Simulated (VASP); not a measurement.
# CdF2 (Fm-3m) in VASP: a series of runs

Runs on CdF2. Level: LDA. Tasks: electric field gradients.

All numbers are computed with VASP 6.6.1; they aren't measurements. Logs are shortened: lines on timing, memory, paths and dates and some standing lists are left out, and cuts for length are marked.

## Step 1: The cell of the first run

Symmetry: Fm-3m, No. 225, cubic system. Conventional cell: a = 4.784 Å, b = 4.784 Å, c = 4.784 Å, α = 90.00°, β = 90.00°, γ = 90.00°. Within 2.7 Å of Cd (site symmetry m-3m) lie 8 F at 2.07 Å. F (site symmetry -43m) has 4 Cd at 2.07 Å and 6 F at 2.39 Å within 2.7 Å.

## Step 2: Electric field gradients, LDA (volume scaled by 0.7)

INCAR reads:

```
SYSTEM = CdF2
PREC = Accurate ; ENCUT = 520
EDIFF = 1E-8 ; ISMEAR = -1
SIGMA = 0.03 ; LREAL = .False.
LASPH = .True. ; NELM = 100
ALGO = Normal ; ISIF = 2
LWAVE = .False. ; LCHARG = .False.
LEFG = .True. ; NBANDS = 20
```

KPOINTS reads:

```
regular mesh
0
Gamma
  9 9 9
  0 0 0
```

POSCAR reads:

```
CdF2
1.0
    0.0000000000      2.3920133807      2.3920133807
    2.3920133807      0.0000000000      2.3920133807
    2.3920133807      2.3920133807      0.0000000000
Cd F
1 2
Direct
    0.0000000000      0.0000000000      0.0000000000
    0.2500000000      0.2500000000      0.2500000000
    0.7500000000      0.7500000000      0.7500000000
```

Potentials or basis: VASP PAW LDA potentials, release 64 (Cd, F).

On the command line:

```
$ cat potpaw_LDA.64/Cd/POTCAR potpaw_LDA.64/F/POTCAR > POTCAR
$ mpirun -np 1 vasp_std > vasp.out
```

OUTCAR:

```text
SYSTEM = CdF2
   PREC = Accurate
   ENCUT = 520
   EDIFF = 1E-8
   ISMEAR = -1
   LREAL = .False.
   LASPH = .True.
   NELM = 100
   ISIF = 2

 ion  position               nearest neighbor table
   1  0.000  0.000  0.000-   3 2.07   3 2.07   3 2.07   2 2.07   3 2.07   2 2.07   2 2.07   2 2.07

   2  0.250  0.250  0.250-   1 2.07   1 2.07   1 2.07   1 2.07
   3  0.750  0.750  0.750-   1 2.07   1 2.07   1 2.07   1 2.07

  LATTYP: Found a face centered cubic cell.
 ALAT       =     4.7840267614

  Lattice vectors:

 A1 = (   0.0000000000,   2.3920133807,   2.3920133807)
 A2 = (   2.3920133807,   0.0000000000,   2.3920133807)
 A3 = (   2.3920133807,   2.3920133807,   0.0000000000)

Analysis of symmetry for initial positions (statically):
=====================================================================
 Subroutine PRICEL returns:
 Original cell was already a primitive cell.

 Routine SETGRP: Setting up the symmetry group for a
 face centered cubic supercell.

 Subroutine GETGRP returns: Found 48 space group operations
 (whereof 48 operations were pure point group operations)
 out of a pool of 48 trial point group operations.

The static configuration has the point symmetry O_h .

Analysis of symmetry for dynamics (positions and initial velocities):
=====================================================================
 Subroutine PRICEL returns:
 Original cell was already a primitive cell.

 Routine SETGRP: Setting up the symmetry group for a
 face centered cubic supercell.

 Subroutine GETGRP returns: Found 48 space group operations
 (whereof 48 operations were pure point group operations)
 out of a pool of 48 trial point group operations.

The dynamic configuration has the point symmetry O_h .

 Subroutine INISYM returns: Found 48 space group operations
 (whereof 48 operations are pure point group operations),
 and found     1 'primitive' translations

----------------------------------------------------------------------------------------

                                     Primitive cell

  volume of cell :      27.3729

  direct lattice vectors                    reciprocal lattice vectors
     0.000000000  2.392013381  2.392013381    -0.209028931  0.209028931  0.209028931
     2.392013381  0.000000000  2.392013381     0.209028931 -0.209028931  0.209028931
     2.392013381  2.392013381  0.000000000     0.209028931  0.209028931 -0.209028931

  length of vectors
     3.382817764  3.382817764  3.382817764     0.362048729  0.362048729  0.362048729

  position of ions in fractional coordinates (direct lattice)
     0.000000000  0.000000000  0.000000000
     0.250000000  0.250000000  0.250000000
     0.750000000  0.750000000  0.750000000

  ion indices of the primitive-cell ions
   primitive index   ion index
                 1           1
                 2           2
                 3           3

----------------------------------------------------------------------------------------

 KPOINTS: regular mesh

Automatic generation of k-mesh.
 Grid dimensions read from file:
 generate k-points for:    9    9    9

 Generating k-lattice:

  Cartesian coordinates                     Fractional coordinates (reciprocal lattice)
    -0.023225437  0.023225437  0.023225437     0.111111111  0.000000000  0.000000000
     0.023225437 -0.023225437  0.023225437     0.000000000  0.111111111  0.000000000
     0.023225437  0.023225437 -0.023225437     0.000000000  0.000000000  0.111111111

  Length of vectors
     0.040227637  0.040227637  0.040227637

  Shift w.r.t. Gamma in fractional coordinates (k-lattice)
     0.000000000  0.000000000  0.000000000

 Subroutine IBZKPT returns following result:
 ===========================================

 Found     35 irreducible k-points:

 Following reciprocal coordinates:
            Coordinates               Weight
  0.000000  0.000000  0.000000      1.000000
  0.111111  0.000000  0.000000      8.000000
  0.222222  0.000000  0.000000      8.000000
  0.333333  0.000000  0.000000      8.000000
  0.444444  0.000000  0.000000      8.000000
  0.111111  0.111111  0.000000      6.000000
[... 16 lines left out ...]
 -0.333333  0.333333  0.000000     12.000000
  0.444444  0.444444  0.000000      6.000000
 [... further k-points ...]
   k-points           NKPTS =     35   k-points in BZ     NKDIM =     35   number of bands    NBANDS=     20
   number of dos      NEDOS =    301   number of ions     NIONS =      3
   total plane-waves  NPLWV =  21952
   dimension x,y,z NGX =    28 NGY =   28 NGZ =   28
   dimension x,y,z NGXF=    56 NGYF=   56 NGZF=   56
   ions per type =               1   2
   NGX,Y,Z   is equivalent  to a cutoff of  13.76, 13.76, 13.76 a.u.
   NGXF,Y,Z  is equivalent  to a cutoff of  27.52, 27.52, 27.52 a.u.
 SYSTEM =  CdF2
   PREC   = accura    normal or accurate (medium, high low for compatibility)
   ISTART =      0    job   : 0-new  1-cont  2-samecut
   ICHARG =      2    charge: 1-file 2-atom 10-const
   ISPIN  =      1    spin polarized calculation?
   LNONCOLLINEAR =      F non collinear calculations
   LSORBIT =      F    spin-orbit coupling
   LASPH  =      T    aspherical Exc in radial PAW
   ENCUT  =  520.0 eV  38.22 Ry    6.18 a.u.   6.29  6.29  6.29*2*pi/ulx,y,z
   NELM   =    100;   NELMIN=  2; NELMDL= -5     # of ELM steps
   EDIFF  = 0.1E-07   stopping-criterion for ELM
   LREAL  =      F    real-space projection
   EDIFFG = 0.1E-06   stopping-criterion for IOM
   NSW    =      0    number of steps for IOM
   IBRION =     -1    ionic relax: 0-MD 1-quasi-New 2-CG
   NFREE  =      0    steps in history (QN), initial steepest desc. (CG)
   ISIF   =      2    stress and relaxation
   ISYM   =      2    0-nonsym 1-usesym 2-fastsym
   POTIM  = 0.5000    time-step for ionic-motion
   TEBEG  =    0.0;   TEEND  =   0.0 temperature during run
   PSTRESS=    0.0 pullay stress
   NELECT =      26.0000    total number of electrons
   NUPDOWN=      -1.0000    fix difference up-down
   EMIN   =  10.00;   EMAX   =-10.00  energy-range for DOS
   EFERMI =   0.00;   METHOD = LEGACY
   ISMEAR =    -1;   SIGMA  =   0.03  broadening in eV -4-tet -1-fermi 0-gaus
   EFERMI_NEDOS =   21; number of points for ismear=-14 and -15
   IALGO  =     38    algorithm
   IMIX   =      4    mixing-type and parameters
     AMIX     =   0.40;   BMIX     =  1.00
     AMIX_MAG =   1.60;   BMIX_MAG =  1.00
  volume/ion in A,a.u.               =       9.12        61.57
  Fermi-wavevector in a.u.,A,eV,Ry     =   1.609258  3.041057 35.235162  2.589711
  Thomas-Fermi vector in A             =   2.704997
   LORBIT       =      0    0 simple, 1 ext, 2 COOP (PROOUT), +10 PAW based schemes
   GGA     = CA    functional components
   LHFCALC =     F    Hartree Fock is set to
   AEXX    =    0.0000 exact exchange contribution
   IVDW    =     0    specifies the selected vdW correction
   LEPSILON=     F    determine dielectric tensor
   LRPA    =     F    only Hartree local field effects (RPA)
 non-spin polarized calculation
  energy-cutoff  :      520.00
  volume of cell :       27.37
 maximum number of plane-waves:       751
 NGX is ok and might be reduce to    28
   NGX = 13   NGY = 13   NGZ = 13

 number of electron      25.9999987 magnetization

 Free energy of the ion-electron system (eV)
  ---------------------------------------------------
  ext. energy  EPLUGINS =         0.00000000
  ---------------------------------------------------
  free energy    TOTEN  =       -10.67693888 eV

  energy without entropy =      -10.67693888  energy(sigma->0) =      -10.67693888

 E-fermi :   2.9040     XC(G=0): -13.1772

 val. band max:        2.2089383668   @ k =   0.0000   0.0000   0.0000
 cond. band min:       6.1733924888   @ k =   0.0000   0.0000   0.0000
 fundamental gap:      3.9644541221
 Fermi energy:         2.9040419117

 k-point     1 :       0.0000    0.0000    0.0000
  band No.  band energies     occupation
      1     -21.3629      2.00000
      2     -18.6598      2.00000
      3      -6.0182      2.00000
      4      -6.0182      2.00000
      5      -6.0182      2.00000
      6      -2.5851      2.00000
[... 12 lines left out ...]
     19      24.0814      0.00000
     20      24.0814      0.00000
[... 507 lines left out ...]
 k-point    24 :       0.4444    0.4444    0.0000
  band No.  band energies     occupation
      1     -20.2008      2.00000
      2     -19.6533      2.00000
      3      -6.2527      2.00000
      4      -4.0852      2.00000
      5      -4.0852      2.00000
      6      -3.0189      2.00000
[... 12 lines left out ...]
     19      24.3767      0.00000
     20      25.0670      0.00000

 [... further k-points ...]
[... 5 lines left out ...]
  --------------------------------------------------------------------------------------
  -------------------------------------------------------------------------------------
  Total       14.8881725     14.8881725     14.8881725      0.0000000     -0.0000000      0.0000000
  in kB      871.4273053    871.4273053    871.4273053      0.0000000     -0.0000000      0.0000000
  external PRESSURE =     871.4273053 kB  Pullay stress =       0.0000000 kB

 VOLUME and BASIS-vectors are now :
 -----------------------------------------------------------------------------
  energy-cutoff  :      520.00
  volume of cell :       27.37
      direct lattice vectors                 reciprocal lattice vectors
     0.000000000  2.392013381  2.392013381    -0.209028931  0.209028931  0.209028931
     2.392013381  0.000000000  2.392013381     0.209028931 -0.209028931  0.209028931
     2.392013381  2.392013381  0.000000000     0.209028931  0.209028931 -0.209028931

 POSITION                                       TOTAL-FORCE (eV/Angst)
 -----------------------------------------------------------------------------------
      0.00000      0.00000      0.00000        -0.000000     -0.000000     -0.000000
      1.19601      1.19601      1.19601         0.000000     -0.000000      0.000000
      3.58802      3.58802      3.58802        -0.000000      0.000000      0.000000
 -----------------------------------------------------------------------------------
    total drift:                                0.000000      0.000000      0.000000

  FREE ENERGIE OF THE ION-ELECTRON SYSTEM (eV)
  ---------------------------------------------------
  free  energy   TOTEN  =       -10.6769388819 eV

  energy  without entropy=      -10.6769388819  energy(sigma->0) =      -10.67693888

 Electric field gradients (V/A^2)
---------------------------------------------------------------------
 ion       V_xx      V_yy      V_zz      V_xy      V_xz      V_yz
---------------------------------------------------------------------
   1      -0.000    -0.000     0.000    -0.001    -0.001    -0.001
   2      -0.000     0.000    -0.000    -0.002    -0.002    -0.002
   3      -0.000     0.000    -0.000    -0.002    -0.002    -0.002
---------------------------------------------------------------------

 Electric field gradients after diagonalization (V/A^2)
 (convention: |V_zz| > |V_xx| > |V_yy|)
----------------------------------------------------------------------
 ion       V_xx      V_yy      V_zz     asymmetry (V_yy - V_xx)/ V_zz
----------------------------------------------------------------------
   1       0.001     0.001    -0.003       0.000
   2       0.002     0.002    -0.005       0.000
   3       0.002     0.002    -0.005       0.000
----------------------------------------------------------------------

           NMR quadrupolar parameters

 Cq : quadrupolar parameter    Cq=e*Q*V_zz/h
 eta: asymmetry parameters     (V_yy - V_xx)/ V_zz
 Q  : nuclear electric quadrupole moment in mb (millibarn)
----------------------------------------------------------------------
 ion       Cq(MHz)       eta       Q (mb)
----------------------------------------------------------------------
   1      -0.000       0.000       1.000
   2      -0.000       0.000       1.000
   3      -0.000       0.000       1.000
----------------------------------------------------------------------
```

It took 52 s on 1 thread of AMD EPYC 7R13, shared host; peak memory 0.12 GiB.

Results:

```
Free energy            : -10.6769 eV
Pressure               : 87.1 GPa
Band gap on the k mesh : 3.96 eV, direct
```

Caveat: without QUAD_EFG the Cq values of the log hold for a quadrupole moment of 1 mb, not for the nuclei.

## Step 3: Electric field gradients, LDA (volume scaled by 0.85)

INCAR reads:

```
PREC = Accurate ; ENCUT = 520
EDIFF = 1E-8 ; ISMEAR = -1
SIGMA = 0.03 ; LREAL = F
LASPH = T ; NELM = 80
ALGO = Normal ; ISIF = 2
LWAVE = F ; LCHARG = F
GGA = CA ; LEFG = T
NBANDS = 20
```

KPOINTS reads:

```
Automatic mesh
0
Gamma
  9 9 9
```

POSCAR reads:

```
CdF2
1.0
    0.0000000000      2.5519406310      2.5519406310
    2.5519406310      0.0000000000      2.5519406310
    2.5519406310      2.5519406310      0.0000000000
Cd F
1 2
Direct
    0.0000000000      0.0000000000      0.0000000000
    0.2500000000      0.2500000000      0.2500000000
    0.7500000000      0.7500000000      0.7500000000
```

Potentials or basis: VASP PAW LDA potentials, release 64 (Cd, F).

On the command line:

```
$ cat potpaw_LDA.64/Cd/POTCAR potpaw_LDA.64/F/POTCAR > POTCAR
$ mpirun -np 1 vasp_std > vasp.out
```

OUTCAR:

```text
PREC = Accurate
   ENCUT = 520
   EDIFF = 1E-8
   ISMEAR = -1
   LREAL = F
   LASPH = T
   NELM = 80
   ISIF = 2
   GGA = CA

 ion  position               nearest neighbor table
   1  0.000  0.000  0.000-   3 2.21   3 2.21   3 2.21   2 2.21   3 2.21   2 2.21   2 2.21   2 2.21

   2  0.250  0.250  0.250-   1 2.21   1 2.21   1 2.21   1 2.21
   3  0.750  0.750  0.750-   1 2.21   1 2.21   1 2.21   1 2.21

  LATTYP: Found a face centered cubic cell.
 ALAT       =     5.1038812620

  Lattice vectors:

 A1 = (   0.0000000000,   2.5519406310,   2.5519406310)
 A2 = (   2.5519406310,   0.0000000000,   2.5519406310)
 A3 = (   2.5519406310,   2.5519406310,   0.0000000000)

Analysis of symmetry for initial positions (statically):
=====================================================================
 Subroutine PRICEL returns:
 Original cell was already a primitive cell.

[... 747 lines left out ...]
     2.551940631  0.000000000  2.551940631     0.195929323 -0.195929323  0.195929323
     2.551940631  2.551940631  0.000000000     0.195929323  0.195929323 -0.195929323

 POSITION                                       TOTAL-FORCE (eV/Angst)
 -----------------------------------------------------------------------------------
      0.00000      0.00000      0.00000        -0.000000     -0.000000     -0.000000
      1.27597      1.27597      1.27597         0.000000      0.000000     -0.000000
      3.82791      3.82791      3.82791         0.000000      0.000000      0.000000
 -----------------------------------------------------------------------------------
    total drift:                                0.000000      0.000000      0.000000

  FREE ENERGIE OF THE ION-ELECTRON SYSTEM (eV)
  ---------------------------------------------------
  free  energy   TOTEN  =       -12.4773509038 eV

  energy  without entropy=      -12.4773509038  energy(sigma->0) =      -12.47735090

 Electric field gradients (V/A^2)
---------------------------------------------------------------------
 ion       V_xx      V_yy      V_zz      V_xy      V_xz      V_yz
---------------------------------------------------------------------
   1       0.000     0.000    -0.000     0.002     0.002     0.002
   2       0.000    -0.000    -0.000    -0.002    -0.002    -0.002
   3       0.000    -0.000    -0.000    -0.002    -0.002    -0.002
---------------------------------------------------------------------

 Electric field gradients after diagonalization (V/A^2)
 (convention: |V_zz| > |V_xx| > |V_yy|)
----------------------------------------------------------------------
 ion       V_xx      V_yy      V_zz     asymmetry (V_yy - V_xx)/ V_zz
----------------------------------------------------------------------
   1      -0.002    -0.002     0.003       0.000
   2       0.002     0.002    -0.003       0.000
   3       0.002     0.002    -0.003       0.000
----------------------------------------------------------------------

           NMR quadrupolar parameters

 Cq : quadrupolar parameter    Cq=e*Q*V_zz/h
 eta: asymmetry parameters     (V_yy - V_xx)/ V_zz
 Q  : nuclear electric quadrupole moment in mb (millibarn)
----------------------------------------------------------------------
 ion       Cq(MHz)       eta       Q (mb)
----------------------------------------------------------------------
   1       0.000       0.000       1.000
   2      -0.000       0.000       1.000
   3      -0.000       0.000       1.000
----------------------------------------------------------------------
```

OSZICAR:

```text
N       E                     dE             d eps       ncg     rms          rms(c)
DAV:   1     0.194593154781E+03    0.19459E+03   -0.15987E+04  1464   0.137E+03
DAV:   2    -0.619901281831E+01   -0.20079E+03   -0.19405E+03  1500   0.348E+02
DAV:   3    -0.138868103972E+02   -0.76878E+01   -0.76696E+01  1600   0.754E+01
DAV:   4    -0.139183967334E+02   -0.31586E-01   -0.31585E-01  1504   0.495E+00
DAV:   5    -0.139185035498E+02   -0.10682E-03   -0.10682E-03  1584   0.262E-01    0.137E+01
DAV:   6    -0.124878726146E+02    0.14306E+01   -0.31310E+00  1864   0.317E+01    0.102E+01
DAV:   7    -0.125003913641E+02   -0.12519E-01   -0.64914E-01  1452   0.759E+00    0.580E+00
DAV:   8    -0.124830759704E+02    0.17315E-01   -0.90164E-02  1520   0.313E+00    0.572E-01
DAV:   9    -0.124771109819E+02    0.59650E-02   -0.20157E-02  1796   0.228E+00    0.977E-02
DAV:  10    -0.124773436329E+02   -0.23265E-03   -0.20914E-03  1460   0.413E-01    0.612E-02
DAV:  11    -0.124773509280E+02   -0.72951E-05   -0.56985E-05  1572   0.784E-02    0.280E-02
DAV:  12    -0.124773509666E+02   -0.38594E-07   -0.52186E-06  1544   0.314E-02    0.140E-02
DAV:  13    -0.124773509667E+02   -0.36380E-10   -0.71500E-07  1520   0.911E-03    0.138E-02
DAV:  14    -0.124773509831E+02   -0.16455E-07   -0.27369E-07  1676   0.869E-03    0.286E-03
DAV:  15    -0.124773509118E+02    0.71325E-07   -0.15507E-07  1552   0.367E-03    0.145E-03
DAV:  16    -0.124773509038E+02    0.79817E-08   -0.18428E-08  1076   0.127E-03
   1 F= -.12477351E+02 E0= -.12477351E+02  d E =-.377707E-12
```

stdout:

```text
POSCAR found type information on POSCAR CdF
 POSCAR found :  2 types and       3 ions
 scaLAPACK will be used
 LDA part: xc-table for (Slater(with rela. corr.)+CA(PZ))
 , standard interpolation
 POSCAR, INCAR and KPOINTS ok, starting setup
 FFT: planning ... GRIDC
 FFT: planning ... GRID_SOFT
 FFT: planning ... GRID
 WAVECAR not read
 entering main loop
ion   1

ion   2

ion   3
```

Run time: 56 s. Hardware: 1 thread of AMD EPYC 7R13, shared host; peak memory 0.12 GiB.

Results:

- Free energy: -12.4774 eV
- Pressure: 20.9 GPa
- Band gap on the k mesh: 3.41 eV, indirect (least direct gap 3.60 eV)

Caveat: without QUAD_EFG the Cq values of the log hold for a quadrupole moment of 1 mb, not for the nuclei. A k mesh can miss the band edges.

(Part 1 of 2 ends here.)
